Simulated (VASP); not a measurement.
# HfN (Fm-3m) in VASP: a series of runs

HfN is run at these levels: PBE; tasks: single point.

All numbers are computed with VASP 6.6.1; they aren't measurements. Logs are shortened: lines on timing, memory, paths and dates and some standing lists are left out, and cuts for length are marked.

### Step 1. The cell of the first run

The structure is cubic, space group Fm-3m (No. 225). The conventional cell has a = 4.518 Å, b = 4.518 Å, c = 4.518 Å, α = 90.00°, β = 90.00°, γ = 90.00°. Within 3.0 Å of Hf (site symmetry m-3m) lie 6 N at 2.26 Å. N (site symmetry m-3m) has 6 Hf at 2.26 Å within 3.0 Å.

### Step 2. Single point, PBE

INCAR reads:

```
PREC = Accurate ; ENCUT = 520
EDIFF = 1E-7 ; ISMEAR = -1
SIGMA = 0.01 ; LREAL = False
LASPH = True ; NELM = 100
ALGO = Normal ; ISIF = 2
LWAVE = False ; LCHARG = False
GGA = PE ; NBANDS = 14
```

KPOINTS reads:

```
regular mesh
0
Gamma
  10 10 10
```

POSCAR reads:

```
HfN
1.0
    0.0000000000      2.2590000000      2.2590000000
    2.2590000000      0.0000000000      2.2590000000
    2.2590000000      2.2590000000      0.0000000000
Hf N
1 1
Direct
    0.0000000000      0.0000000000      0.0000000000
    0.5000000000      0.5000000000      0.5000000000
```

Potentials or basis: VASP PAW PBE potentials, release 64 (Hf_pv, N).

The run is started by

```bash
$ cat potpaw_PBE.64/Hf_pv/POTCAR potpaw_PBE.64/N/POTCAR > POTCAR
$ mpirun -np 1 vasp_std > vasp.out
```

OUTCAR:

```text
PREC = Accurate
   ENCUT = 520
   EDIFF = 1E-7
   ISMEAR = -1
   LREAL = False
   LASPH = True
   NELM = 100
   ISIF = 2
   GGA = PE

 ion  position               nearest neighbor table
   1  0.000  0.000  0.000-   2 2.26   2 2.26   2 2.26   2 2.26   2 2.26   2 2.26
   2  0.500  0.500  0.500-   1 2.26   1 2.26   1 2.26   1 2.26   1 2.26   1 2.26

  LATTYP: Found a face centered cubic cell.
 ALAT       =     4.5180000000

  Lattice vectors:

 A1 = (   0.0000000000,   2.2590000000,   2.2590000000)
 A2 = (   2.2590000000,   0.0000000000,   2.2590000000)
 A3 = (   2.2590000000,   2.2590000000,   0.0000000000)

Analysis of symmetry for initial positions (statically):
=====================================================================
 Subroutine PRICEL returns:
 Original cell was already a primitive cell.

 Routine SETGRP: Setting up the symmetry group for a
 face centered cubic supercell.

 Subroutine GETGRP returns: Found 48 space group operations
 (whereof 48 operations were pure point group operations)
 out of a pool of 48 trial point group operations.

The static configuration has the point symmetry O_h .

Analysis of symmetry for dynamics (positions and initial velocities):
=====================================================================
 Subroutine PRICEL returns:
 Original cell was already a primitive cell.

 Routine SETGRP: Setting up the symmetry group for a
 face centered cubic supercell.

 Subroutine GETGRP returns: Found 48 space group operations
 (whereof 48 operations were pure point group operations)
 out of a pool of 48 trial point group operations.

The dynamic configuration has the point symmetry O_h .

 Subroutine INISYM returns: Found 48 space group operations
 (whereof 48 operations are pure point group operations),
 and found     1 'primitive' translations

----------------------------------------------------------------------------------------

                                     Primitive cell

  volume of cell :      23.0557

  direct lattice vectors                    reciprocal lattice vectors
     0.000000000  2.259000000  2.259000000    -0.221336875  0.221336875  0.221336875
     2.259000000  0.000000000  2.259000000     0.221336875 -0.221336875  0.221336875
     2.259000000  2.259000000  0.000000000     0.221336875  0.221336875 -0.221336875

  length of vectors
     3.194708437  3.194708437  3.194708437     0.383366713  0.383366713  0.383366713

  position of ions in fractional coordinates (direct lattice)
     0.000000000  0.000000000  0.000000000
     0.500000000  0.500000000  0.500000000

  ion indices of the primitive-cell ions
   primitive index   ion index
                 1           1
                 2           2

----------------------------------------------------------------------------------------

 KPOINTS: regular mesh

Automatic generation of k-mesh.
 Grid dimensions read from file:
 generate k-points for:   10   10   10

 Generating k-lattice:

  Cartesian coordinates                     Fractional coordinates (reciprocal lattice)
    -0.022133687  0.022133687  0.022133687     0.100000000  0.000000000  0.000000000
     0.022133687 -0.022133687  0.022133687     0.000000000  0.100000000  0.000000000
     0.022133687  0.022133687 -0.022133687     0.000000000  0.000000000  0.100000000

  Length of vectors
     0.038336671  0.038336671  0.038336671

  Shift w.r.t. Gamma in fractional coordinates (k-lattice)
     0.000000000  0.000000000  0.000000000

 Subroutine IBZKPT returns following result:
 ===========================================

 Found     47 irreducible k-points:

 Following reciprocal coordinates:
            Coordinates               Weight
  0.000000  0.000000  0.000000      1.000000
  0.100000  0.000000  0.000000      8.000000
  0.200000  0.000000  0.000000      8.000000
  0.300000  0.000000  0.000000      8.000000
  0.400000  0.000000  0.000000      8.000000
  0.500000  0.000000  0.000000      4.000000
[... 16 lines left out ...]
  0.300000  0.300000  0.000000      6.000000
  0.400000  0.300000  0.000000     24.000000
 [... further k-points ...]
   k-points           NKPTS =     47   k-points in BZ     NKDIM =     47   number of bands    NBANDS=     14
   number of dos      NEDOS =    301   number of ions     NIONS =      2
   total plane-waves  NPLWV =  13824
   dimension x,y,z NGX =    24 NGY =   24 NGZ =   24
   dimension x,y,z NGXF=    48 NGYF=   48 NGZF=   48
   ions per type =               1   1
   NGX,Y,Z   is equivalent  to a cutoff of  12.49, 12.49, 12.49 a.u.
   NGXF,Y,Z  is equivalent  to a cutoff of  24.98, 24.98, 24.98 a.u.
 SYSTEM =  unknown system
   PREC   = accura    normal or accurate (medium, high low for compatibility)
   ISTART =      0    job   : 0-new  1-cont  2-samecut
   ICHARG =      2    charge: 1-file 2-atom 10-const
   ISPIN  =      1    spin polarized calculation?
   LNONCOLLINEAR =      F non collinear calculations
   LSORBIT =      F    spin-orbit coupling
   LASPH  =      T    aspherical Exc in radial PAW
   ENCUT  =  520.0 eV  38.22 Ry    6.18 a.u.   5.94  5.94  5.94*2*pi/ulx,y,z
   NELM   =    100;   NELMIN=  2; NELMDL= -5     # of ELM steps
   EDIFF  = 0.1E-06   stopping-criterion for ELM
   LREAL  =      F    real-space projection
   EDIFFG = 0.1E-05   stopping-criterion for IOM
   NSW    =      0    number of steps for IOM
   IBRION =     -1    ionic relax: 0-MD 1-quasi-New 2-CG
   NFREE  =      0    steps in history (QN), initial steepest desc. (CG)
   ISIF   =      2    stress and relaxation
   ISYM   =      2    0-nonsym 1-usesym 2-fastsym
   POTIM  = 0.5000    time-step for ionic-motion
   TEBEG  =    0.0;   TEEND  =   0.0 temperature during run
   PSTRESS=    0.0 pullay stress
   NELECT =      15.0000    total number of electrons
   NUPDOWN=      -1.0000    fix difference up-down
   EMIN   =  10.00;   EMAX   =-10.00  energy-range for DOS
   EFERMI =   0.00;   METHOD = LEGACY
   ISMEAR =    -1;   SIGMA  =   0.01  broadening in eV -4-tet -1-fermi 0-gaus
   EFERMI_NEDOS =   21; number of points for ismear=-14 and -15
   IALGO  =     38    algorithm
   IMIX   =      4    mixing-type and parameters
     AMIX     =   0.40;   BMIX     =  1.00
     AMIX_MAG =   1.60;   BMIX_MAG =  1.00
  volume/ion in A,a.u.               =      11.53        77.79
  Fermi-wavevector in a.u.,A,eV,Ry     =   1.418553  2.680677 27.378918  2.012294
  Thomas-Fermi vector in A             =   2.539667
   LORBIT       =      0    0 simple, 1 ext, 2 COOP (PROOUT), +10 PAW based schemes
   GGA     = PE    functional components
   LHFCALC =     F    Hartree Fock is set to
   AEXX    =    0.0000 exact exchange contribution
   IVDW    =     0    specifies the selected vdW correction
   LEPSILON=     F    determine dielectric tensor
   LRPA    =     F    only Hartree local field effects (RPA)
 non-spin polarized calculation
  energy-cutoff  :      520.00
  volume of cell :       23.06
 maximum number of plane-waves:       636
   NGX = 11   NGY = 11   NGZ = 11

 number of electron      15.0000000 magnetization

 Free energy of the ion-electron system (eV)
  ---------------------------------------------------
  ext. energy  EPLUGINS =         0.00000000
  ---------------------------------------------------
  free energy    TOTEN  =       -21.74743457 eV

  energy without entropy =      -21.74725040  energy(sigma->0) =      -21.74734248

 E-fermi :   8.4205     XC(G=0): -12.7323

 val. band max:        8.3790068494   @ k =  -0.4000   0.3000   0.0000
 cond. band min:       8.4348178563   @ k =  -0.1000   0.1000   0.0000
 fundamental gap:      0.0558110069
 Fermi energy:         8.4204712739

 k-point     1 :       0.0000    0.0000    0.0000
  band No.  band energies     occupation
      1     -22.7616      2.00000
      2     -22.7616      2.00000
      3     -22.7616      2.00000
      4      -9.1305      2.00000
      5       5.3499      2.00000
      6       5.3499      2.00000
      7       5.3499      2.00000
      8       8.0409      2.00000
      9       8.0409      2.00000
     10       8.0409      2.00000
     11      10.1792      0.00000
     12      10.3568      0.00000
     13      10.3568      0.00000
     14      17.9512      0.00000

 k-point     2 :       0.1000    0.0000    0.0000
  band No.  band energies     occupation
      1     -22.8619      2.00000
      2     -22.7699      2.00000
      3     -22.7699      2.00000
      4      -8.9029      2.00000
      5       4.4312      2.00000
      6       4.8098      2.00000
      7       4.8098      2.00000
      8       8.2643      2.00000
      9       8.3662      1.99121
     10       8.3662      1.99121
     11      10.8812      0.00000
     12      11.0916      0.00000
     13      11.0916      0.00000
     14      18.7166      0.00000

 k-point     3 :       0.2000    0.0000    0.0000
  band No.  band energies     occupation
      1     -23.1146      2.00000
      2     -22.7917      2.00000
      3     -22.7917      2.00000
      4      -8.2911      2.00000
      5       2.7627      2.00000
      6       3.8203      2.00000
      7       3.8203      2.00000
      8       8.6455      0.00000
      9       9.1799      0.00000
     10       9.1799      0.00000
     11      12.3316      0.00000
     12      12.7538      0.00000
     13      12.7538      0.00000
     14      20.5340      0.00000

 k-point     4 :       0.3000    0.0000    0.0000
  band No.  band energies     occupation
      1     -23.4090      2.00000
      2     -22.8185      2.00000
      3     -22.8185      2.00000
      4      -7.4792      2.00000
      5       1.1631      2.00000
      6       2.9520      2.00000
      7       2.9520      2.00000
      8       9.3714      0.00000
      9      10.3331      0.00000
     10      10.3331      0.00000
     11      13.5679      0.00000
     12      14.6651      0.00000
     13      14.6651      0.00000
     14      20.5908      0.00000

 k-point     5 :       0.4000    0.0000    0.0000
  band No.  band energies     occupation
      1     -23.6347      2.00000
      2     -22.8399      2.00000
      3     -22.8399      2.00000
      4      -6.7336      2.00000
      5      -0.0348      2.00000
      6       2.3900      2.00000
      7       2.3900      2.00000
      8      10.5555      0.00000
      9      11.5255      0.00000
     10      11.5255      0.00000
     11      13.6432      0.00000
[... 276 lines left out ...]
 k-point    22 :      -0.2000    0.2000    0.0000
  band No.  band energies     occupation
      1     -23.3555      2.00000
      2     -22.9991      2.00000
      3     -22.8078      2.00000
      4      -7.4251      2.00000
      5       1.1054      2.00000
      6       2.6958      2.00000
      7       3.4186      2.00000
      8       9.4553      0.00000
      9       9.7363      0.00000
     10      11.6576      0.00000
     11      12.0642      0.00000
     12      14.9719      0.00000
     13      16.1238      0.00000
     14      20.5868      0.00000

 k-point    23 :       0.3000    0.3000    0.0000
  band No.  band energies     occupation
      1     -23.3257      2.00000
      2     -22.9640      2.00000
      3     -22.9640      2.00000
      4      -7.8476      2.00000
      5       1.5649      2.00000
      6       4.5081      2.00000
      7       4.5081      2.00000
      8       5.4773      2.00000
      9      11.6391      0.00000
     10      12.1307      0.00000
     11      12.4776      0.00000
     12      12.4776      0.00000
     13      17.3670      0.00000
     14      20.5929      0.00000

 k-point    24 :       0.4000    0.3000    0.0000
  band No.  band energies     occupation
      1     -23.4341      2.00000
      2     -23.0249      2.00000
      3     -22.9959      2.00000
      4      -7.7371      2.00000
      5       1.7779      2.00000
      6       3.7683      2.00000
      7       4.2491      2.00000
      8       5.9125      2.00000
      9      12.4713      0.00000
     10      12.9557      0.00000
     11      13.1314      0.00000
     12      13.1965      0.00000
     13      17.5312      0.00000
     14      19.7206      0.00000

 [... further k-points ...]
[... 5 lines left out ...]
  --------------------------------------------------------------------------------------
  -------------------------------------------------------------------------------------
  Total        0.4397433      0.4397433      0.4397433      0.0000000      0.0000000      0.0000000
  in kB       30.5584338     30.5584338     30.5584338      0.0000000      0.0000000      0.0000000
  external PRESSURE =      30.5584338 kB  Pullay stress =       0.0000000 kB

 VOLUME and BASIS-vectors are now :
 -----------------------------------------------------------------------------
  energy-cutoff  :      520.00
  volume of cell :       23.06
      direct lattice vectors                 reciprocal lattice vectors
     0.000000000  2.259000000  2.259000000    -0.221336875  0.221336875  0.221336875
     2.259000000  0.000000000  2.259000000     0.221336875 -0.221336875  0.221336875
     2.259000000  2.259000000  0.000000000     0.221336875  0.221336875 -0.221336875

 POSITION                                       TOTAL-FORCE (eV/Angst)
 -----------------------------------------------------------------------------------
      0.00000      0.00000      0.00000         0.000000      0.000000      0.000000
      2.25900      2.25900      2.25900        -0.000000      0.000000      0.000000
 -----------------------------------------------------------------------------------
    total drift:                                0.000000     -0.000000     -0.000000

  FREE ENERGIE OF THE ION-ELECTRON SYSTEM (eV)
  ---------------------------------------------------
  free  energy   TOTEN  =       -21.7474345675 eV

  energy  without entropy=      -21.7472503961  energy(sigma->0) =      -21.74734248
```

It took 7.5 s on 1 thread of Intel Xeon Platinum 8375C at 2.90GHz (Ice Lake), shared host; peak memory 0.15 GiB.

What came out:

- Free energy: -21.7474 eV
- Pressure: 3.1 GPa

Caveat: spin-orbit coupling is left out, which moves the levels of the heavy elements.

### Step 3. Single point, PBE

INCAR reads:

```
SYSTEM = HfN
PREC = Accurate
ENCUT = 520
EDIFF = 1E-6
ISMEAR = -1
SIGMA = 0.01
LREAL = .False.
LASPH = .True.
NELM = 100
ALGO = Normal
ISIF = 2
LWAVE = .False.
LCHARG = .False.
GGA = PE
NBANDS = 14
```

KPOINTS reads:

```
Automatic mesh
0
Gamma
  10 10 10
  0 0 0
```

POSCAR is that of step 2.

Potentials or basis: VASP PAW PBE potentials, release 64 (Hf_pv, N).

The run is started by

```bash
$ cat potpaw_PBE.64/Hf_pv/POTCAR potpaw_PBE.64/N/POTCAR > POTCAR
$ mpirun -np 1 vasp_std > vasp.out
```

Wall time 7.2 s (1 thread of Intel Xeon Platinum 8375C at 2.90GHz (Ice Lake), shared host); peak memory 0.14 GiB.

The run converged. Its results:

* Free energy: -21.7474 eV
* Pressure: 3.0 GPa

Levels at points of the mesh, in eV from the Fermi level:
| k point | band 4 | band 5 | band 6 | band 7 | band 8 | band 9 | band 10 | band 11 | band 12 | band 13 |
| --- | --- | --- | --- | --- | --- | --- | --- | --- | --- | --- |
| (0.00, 0.00, 0.00) | -17.55 | -3.07 | -3.07 | -3.07 | -0.38 | -0.38 | -0.38 | 1.76 | 1.94 | 1.94 |
| (0.50, 0.00, 0.00) | -14.83 | -8.92 | -6.22 | -6.22 | 3.24 | 3.67 | 3.67 | 4.39 | 8.80 | 8.80 |
| (0.50, 0.50, 0.00) | -16.46 | -5.45 | -3.84 | -3.74 | -3.74 | 4.07 | 5.49 | 5.49 | 5.56 | 7.97 |

Caveat: spin-orbit coupling is left out, which moves the levels of the heavy elements.
